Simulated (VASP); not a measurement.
# BP (F-43m) in VASP: notebook

Runs on BP. Level: LDA. Tasks: single point.

All numbers are computed with VASP 6.6.1; they aren't measurements. Logs are shortened: lines on timing, memory, paths and dates and some standing lists are left out, and cuts for length are marked.

## Step 1: The cell of the first run

Symmetry: F-43m, No. 216, cubic system. Conventional cell: a = 4.617 Å, b = 4.617 Å, c = 4.617 Å, α = 90.00°, β = 90.00°, γ = 90.00°. Within 2.6 Å of B (site symmetry -43m) lie 4 P at 2.00 Å. P (site symmetry -43m) has 4 B at 2.00 Å within 2.6 Å.

## Step 2: Single point, LDA

INCAR

```
PREC = Accurate ; ENCUT = 520
EDIFF = 1E-7 ; ISMEAR = 0
SIGMA = 0.01 ; LREAL = False
LASPH = True ; NELM = 60
ALGO = Normal ; ISIF = 2
LWAVE = False ; LCHARG = False
NBANDS = 11
```

KPOINTS

```
Automatic mesh
0
Gamma
  10 10 10
```

POSCAR

```
BP
1.0
    0.0000000000      2.3085000000      2.3085000000
    2.3085000000      0.0000000000      2.3085000000
    2.3085000000      2.3085000000      0.0000000000
B P
1 1
Direct
    0.0000000000      0.0000000000      0.0000000000
    0.2500000000      0.2500000000      0.2500000000
```

Potentials or basis: VASP PAW LDA potentials, release 64 (B, P).

Run with:

```
$ cat potpaw_LDA.64/B/POTCAR potpaw_LDA.64/P/POTCAR > POTCAR
$ mpirun -np 1 vasp_std > vasp.out
```

OUTCAR:

```text
PREC = Accurate
   ENCUT = 520
   EDIFF = 1E-7
   ISMEAR = 0
   LREAL = False
   LASPH = True
   NELM = 60
   ISIF = 2

 ion  position               nearest neighbor table
   1  0.000  0.000  0.000-   2 2.00   2 2.00   2 2.00   2 2.00
   2  0.250  0.250  0.250-   1 2.00   1 2.00   1 2.00   1 2.00

  LATTYP: Found a face centered cubic cell.
 ALAT       =     4.6170000000

  Lattice vectors:

 A1 = (   0.0000000000,   2.3085000000,   2.3085000000)
 A2 = (   2.3085000000,   0.0000000000,   2.3085000000)
 A3 = (   2.3085000000,   2.3085000000,   0.0000000000)

Analysis of symmetry for initial positions (statically):
=====================================================================
 Subroutine PRICEL returns:
 Original cell was already a primitive cell.

 Routine SETGRP: Setting up the symmetry group for a
 face centered cubic supercell.

 Subroutine GETGRP returns: Found 24 space group operations
 (whereof 24 operations were pure point group operations)
 out of a pool of 48 trial point group operations.

The static configuration has the point symmetry T_d .

Analysis of symmetry for dynamics (positions and initial velocities):
=====================================================================
 Subroutine PRICEL returns:
 Original cell was already a primitive cell.

 Routine SETGRP: Setting up the symmetry group for a
 face centered cubic supercell.

 Subroutine GETGRP returns: Found 24 space group operations
 (whereof 24 operations were pure point group operations)
 out of a pool of 48 trial point group operations.

The dynamic configuration has the point symmetry T_d .

 Subroutine INISYM returns: Found 24 space group operations
 (whereof 24 operations are pure point group operations),
 and found     1 'primitive' translations

----------------------------------------------------------------------------------------

                                     Primitive cell

  volume of cell :      24.6048

  direct lattice vectors                    reciprocal lattice vectors
     0.000000000  2.308500000  2.308500000    -0.216590860  0.216590860  0.216590860
     2.308500000  0.000000000  2.308500000     0.216590860 -0.216590860  0.216590860
     2.308500000  2.308500000  0.000000000     0.216590860  0.216590860 -0.216590860

  length of vectors
     3.264712009  3.264712009  3.264712009     0.375146374  0.375146374  0.375146374

  position of ions in fractional coordinates (direct lattice)
     0.000000000  0.000000000  0.000000000
     0.250000000  0.250000000  0.250000000

  ion indices of the primitive-cell ions
   primitive index   ion index
                 1           1
                 2           2

----------------------------------------------------------------------------------------

 KPOINTS: Automatic mesh

Automatic generation of k-mesh.
 Grid dimensions read from file:
 generate k-points for:   10   10   10

 Generating k-lattice:

  Cartesian coordinates                     Fractional coordinates (reciprocal lattice)
    -0.021659086  0.021659086  0.021659086     0.100000000  0.000000000  0.000000000
     0.021659086 -0.021659086  0.021659086     0.000000000  0.100000000  0.000000000
     0.021659086  0.021659086 -0.021659086     0.000000000  0.000000000  0.100000000

  Length of vectors
     0.037514637  0.037514637  0.037514637

  Shift w.r.t. Gamma in fractional coordinates (k-lattice)
     0.000000000  0.000000000  0.000000000

 Subroutine IBZKPT returns following result:
 ===========================================

 Found     47 irreducible k-points:

 Following reciprocal coordinates:
            Coordinates               Weight
  0.000000  0.000000  0.000000      1.000000
  0.100000  0.000000  0.000000      8.000000
  0.200000  0.000000  0.000000      8.000000
  0.300000  0.000000  0.000000      8.000000
  0.400000  0.000000  0.000000      8.000000
  0.500000  0.000000  0.000000      4.000000
[... 16 lines left out ...]
  0.300000  0.300000  0.000000      6.000000
  0.400000  0.300000  0.000000     24.000000
 [... further k-points ...]
   k-points           NKPTS =     47   k-points in BZ     NKDIM =     47   number of bands    NBANDS=     11
   number of dos      NEDOS =    301   number of ions     NIONS =      2
   total plane-waves  NPLWV =  13824
   dimension x,y,z NGX =    24 NGY =   24 NGZ =   24
   dimension x,y,z NGXF=    48 NGYF=   48 NGZF=   48
   ions per type =               1   1
   NGX,Y,Z   is equivalent  to a cutoff of  12.22, 12.22, 12.22 a.u.
   NGXF,Y,Z  is equivalent  to a cutoff of  24.44, 24.44, 24.44 a.u.
 SYSTEM =  unknown system
   PREC   = accura    normal or accurate (medium, high low for compatibility)
   ISTART =      0    job   : 0-new  1-cont  2-samecut
   ICHARG =      2    charge: 1-file 2-atom 10-const
   ISPIN  =      1    spin polarized calculation?
   LNONCOLLINEAR =      F non collinear calculations
   LSORBIT =      F    spin-orbit coupling
   LASPH  =      T    aspherical Exc in radial PAW
   ENCUT  =  520.0 eV  38.22 Ry    6.18 a.u.   6.07  6.07  6.07*2*pi/ulx,y,z
   NELM   =     60;   NELMIN=  2; NELMDL= -5     # of ELM steps
   EDIFF  = 0.1E-06   stopping-criterion for ELM
   LREAL  =      F    real-space projection
   EDIFFG = 0.1E-05   stopping-criterion for IOM
   NSW    =      0    number of steps for IOM
   IBRION =     -1    ionic relax: 0-MD 1-quasi-New 2-CG
   NFREE  =      0    steps in history (QN), initial steepest desc. (CG)
   ISIF   =      2    stress and relaxation
   ISYM   =      2    0-nonsym 1-usesym 2-fastsym
   POTIM  = 0.5000    time-step for ionic-motion
   TEBEG  =    0.0;   TEEND  =   0.0 temperature during run
   PSTRESS=    0.0 pullay stress
   NELECT =       8.0000    total number of electrons
   NUPDOWN=      -1.0000    fix difference up-down
   EMIN   =  10.00;   EMAX   =-10.00  energy-range for DOS
   EFERMI =   0.00;   METHOD = LEGACY
   ISMEAR =     0;   SIGMA  =   0.01  broadening in eV -4-tet -1-fermi 0-gaus
   EFERMI_NEDOS =   21; number of points for ismear=-14 and -15
   IALGO  =     38    algorithm
   IMIX   =      4    mixing-type and parameters
     AMIX     =   0.40;   BMIX     =  1.00
     AMIX_MAG =   1.60;   BMIX_MAG =  1.00
  volume/ion in A,a.u.               =      12.30        83.02
  Fermi-wavevector in a.u.,A,eV,Ry     =   1.125723  2.127308 17.242020  1.267253
  Thomas-Fermi vector in A             =   2.262402
   LORBIT       =      0    0 simple, 1 ext, 2 COOP (PROOUT), +10 PAW based schemes
   GGA     = CA    functional components
   LHFCALC =     F    Hartree Fock is set to
   AEXX    =    0.0000 exact exchange contribution
   IVDW    =     0    specifies the selected vdW correction
   LEPSILON=     F    determine dielectric tensor
   LRPA    =     F    only Hartree local field effects (RPA)
 non-spin polarized calculation
 Gauss-broadening in eV      SIGMA  =   0.01
  energy-cutoff  :      520.00
  volume of cell :       24.60
 maximum number of plane-waves:       678
   NGX = 13   NGY = 13   NGZ = 13

 number of electron       7.9999999 magnetization

 Free energy of the ion-electron system (eV)
  ---------------------------------------------------
  ext. energy  EPLUGINS =         0.00000000
  ---------------------------------------------------
  free energy    TOTEN  =       -14.31719066 eV

  energy without entropy =      -14.31719066  energy(sigma->0) =      -14.31719066

 E-fermi :   6.8781     XC(G=0): -10.8757

 val. band max:        6.7991148543   @ k =   0.0000   0.0000   0.0000
 cond. band min:       8.0451356428   @ k =   0.4000   0.4000   0.0000
 fundamental gap:      1.2460207885
 Fermi energy:         6.8780512459

 k-point     1 :       0.0000    0.0000    0.0000
  band No.  band energies     occupation
      1      -8.1419      2.00000
      2       6.7991      2.00000
      3       6.7991      2.00000
      4       6.7991      2.00000
      5      10.1028      0.00000
      6      10.1028      0.00000
      7      10.1028      0.00000
      8      13.3932      0.00000
      9      17.7051      0.00000
     10      18.8326      0.00000
     11      18.8326      0.00000

 k-point     2 :       0.1000    0.0000    0.0000
  band No.  band energies     occupation
      1      -7.9695      2.00000
      2       5.5419      2.00000
      3       6.5190      2.00000
      4       6.5190      2.00000
      5      10.4758      0.00000
      6      10.4901      0.00000
      7      10.4901      0.00000
      8      13.9548      0.00000
      9      18.1447      0.00000
     10      18.1447      0.00000
     11      18.2435      0.00000

 k-point     3 :       0.2000    0.0000    0.0000
  band No.  band energies     occupation
      1      -7.4596      2.00000
      2       3.2857      2.00000
      3       5.9843      2.00000
      4       5.9843      2.00000
      5      10.5845      0.00000
      6      11.1841      0.00000
      7      11.1841      0.00000
      8      15.2117      0.00000
      9      17.5391      0.00000
     10      17.5391      0.00000
     11      19.1021      0.00000

 k-point     4 :       0.3000    0.0000    0.0000
  band No.  band energies     occupation
      1      -6.6430      2.00000
      2       1.0205      2.00000
      3       5.5142      2.00000
      4       5.5142      2.00000
      5      10.4499      0.00000
      6      11.5319      0.00000
      7      11.5319      0.00000
      8      16.2443      0.00000
      9      18.0472      0.00000
     10      18.0472      0.00000
     11      19.3325      0.00000

 k-point     5 :       0.4000    0.0000    0.0000
  band No.  band energies     occupation
      1      -5.6357      2.00000
      2      -0.9054      2.00000
      3       5.2153      2.00000
      4       5.2153      2.00000
      5      10.3196      0.00000
      6      11.4992      0.00000
      7      11.4992      0.00000
      8      16.5390      0.00000
      9      19.6219      0.00000
     10      19.6219      0.00000
     11      20.1325      0.00000
[... 211 lines left out ...]
 k-point    21 :      -0.3000    0.2000    0.0000
  band No.  band energies     occupation
      1      -5.4201      2.00000
      2       0.0738      2.00000
      3       2.3397      2.00000
      4       4.9650      2.00000
      5      10.5711      0.00000
      6      12.7430      0.00000
      7      13.3885      0.00000
      8      15.6413      0.00000
      9      17.0455      0.00000
     10      18.9618      0.00000
     11      23.0455      0.00000

 k-point    22 :      -0.2000    0.2000    0.0000
  band No.  band energies     occupation
      1      -6.3650      2.00000
      2       1.7129      2.00000
      3       2.8253      2.00000
      4       5.6062      2.00000
      5      11.0931      0.00000
      6      11.9455      0.00000
      7      12.9095      0.00000
      8      14.6828      0.00000
      9      16.2314      0.00000
     10      19.8632      0.00000
     11      21.7678      0.00000

 k-point    23 :       0.3000    0.3000    0.0000
  band No.  band energies     occupation
      1      -6.1234      2.00000
      2       2.0822      2.00000
      3       3.7332      2.00000
      4       3.7332      2.00000
      5       8.3039      0.00000
      6      10.6352      0.00000
      7      15.2725      0.00000
      8      15.2725      0.00000
      9      19.0936      0.00000
     10      20.9989      0.00000
     11      22.4152      0.00000

 k-point    24 :       0.4000    0.3000    0.0000
  band No.  band energies     occupation
      1      -5.3417      2.00000
      2       0.8210      2.00000
      3       2.9418      2.00000
      4       3.4505      2.00000
      5       8.5885      0.00000
      6      10.3438      0.00000
      7      15.8279      0.00000
      8      15.8864      0.00000
      9      20.0373      0.00000
     10      21.7895      0.00000
     11      22.9087      0.00000

 [... further k-points ...]
[... 5 lines left out ...]
  --------------------------------------------------------------------------------------
  -------------------------------------------------------------------------------------
  Total       -1.9310871     -1.9310871     -1.9310871      0.0000000      0.0000000     -0.0000000
  in kB     -125.7456035   -125.7456035   -125.7456035      0.0000000      0.0000000     -0.0000000
  external PRESSURE =    -125.7456035 kB  Pullay stress =       0.0000000 kB

 VOLUME and BASIS-vectors are now :
 -----------------------------------------------------------------------------
  energy-cutoff  :      520.00
  volume of cell :       24.60
      direct lattice vectors                 reciprocal lattice vectors
     0.000000000  2.308500000  2.308500000    -0.216590860  0.216590860  0.216590860
     2.308500000  0.000000000  2.308500000     0.216590860 -0.216590860  0.216590860
     2.308500000  2.308500000  0.000000000     0.216590860  0.216590860 -0.216590860

 POSITION                                       TOTAL-FORCE (eV/Angst)
 -----------------------------------------------------------------------------------
      0.00000      0.00000      0.00000         0.000000      0.000000      0.000000
      1.15425      1.15425      1.15425        -0.000000     -0.000000     -0.000000
 -----------------------------------------------------------------------------------
    total drift:                                0.000000      0.000000      0.000000

  FREE ENERGIE OF THE ION-ELECTRON SYSTEM (eV)
  ---------------------------------------------------
  free  energy   TOTEN  =       -14.3171906564 eV

  energy  without entropy=      -14.3171906564  energy(sigma->0) =      -14.31719066
```

It took 6.5 s on 1 thread of Intel Xeon Platinum 8488C (Sapphire Rapids), shared host; peak memory 0.12 GiB.

What came out:

```yaml
Free_energy: -14.3172 eV
Pressure: -12.6 GPa
Band_gap_on_the_k_mesh: 1.25 eV (least direct gap 3.30 eV)
```

Caveat: the cell stands under tension.

## Step 3: Single point, LDA

This run uses another cell than the first one, of 9.33 Å³/atom.

INCAR

```
  PREC = Accurate
  ENCUT = 520
  EDIFF = 1E-7
  ISMEAR = 0
  SIGMA = 0.01
  LREAL = F
  LASPH = T
  NELM = 80
  ALGO = Normal
  ISIF = 2
  LWAVE = F
  LCHARG = F
  NBANDS = 11
```

KPOINTS

```
Automatic mesh
0
Gamma
  12 12 12
```

POSCAR

```
BP
1.0
    0.0000000000      2.1055000000      2.1055000000
    2.1055000000      0.0000000000      2.1055000000
    2.1055000000      2.1055000000      0.0000000000
B P
1 1
Direct
    0.0000000000      0.0000000000      0.0000000000
    0.2500000000      0.2500000000      0.2500000000
```

Potentials or basis: VASP PAW LDA potentials, release 64 (B, P).

Run with:

```
$ cat potpaw_LDA.64/B/POTCAR potpaw_LDA.64/P/POTCAR > POTCAR
$ mpirun -np 1 vasp_std > vasp.out
```

Run time: 10 s. Hardware: 1 thread of Intel Xeon Platinum 8488C (Sapphire Rapids), shared host; peak memory 0.13 GiB.

Results (log left out):

| Property | Result |
| --- | --- |
| Free energy | -13.8875 eV |
| Pressure | 48.0 GPa |
| Band gap on the k mesh | 0.86 eV (least direct gap 3.86 eV) |

Levels at points of the mesh, in eV from the valence-band top:
```
           k point  band 1  band 2  band 3  band 4  band 5  band 6  band 7  band 8  band 9
(0.00, 0.00, 0.00)  -17.49    0.00    0.00    0.00    3.86    3.86    3.86   10.96   12.92
(0.50, 0.00, 0.00)  -13.23  -10.71   -1.98   -1.98    4.86    4.86    5.24   10.76   16.17
(0.50, 0.50, 0.00)  -11.43   -9.67   -4.91   -4.91    0.86    1.42   14.20   14.20   17.99
```

Caveat: the cell stands under pressure. A k mesh can miss the band edges.
